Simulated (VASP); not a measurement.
Runs of VASP 6.6.1 on Sn2O3. The structure is that of space group Pn-3m (No. 224), or close to it. The cells are those of the table. 

```csv
cell,k mesh,gap on the mesh (eV),pressure (GPa)
"a = 5.357 Å, 10 atoms",7 × 7 × 7,none,-5.4
"a = 5.288 Å, 10 atoms",11 × 11 × 11,none,(a)
"a = 5.254 Å, 10 atoms",11 × 11 × 11,none,0.2
"a = 5.323 Å, 10 atoms",11 × 11 × 11,none,-3.7
```

Alike in all rows: task single point; level PBE; potentials or basis VASP PAW PBE potentials, release 64 (Sn_d, O); no spin polarisation; cutoff (eV) 520; smearing fermi-dirac 0.0612256 eV.

Question: Estimate the missing entries.

Answer: (a) -1.8.

Caveats: semilocal functionals underestimate gaps, and a narrow one can read as zero; spin-orbit coupling is left out, which moves the levels of the heavy elements; the cell stands under tension (at least some runs).

A k mesh can miss the band edges, and the runs leave out spin-orbit coupling on Sn.

A gap of «none» marks levels without a gap at the run's occupations.
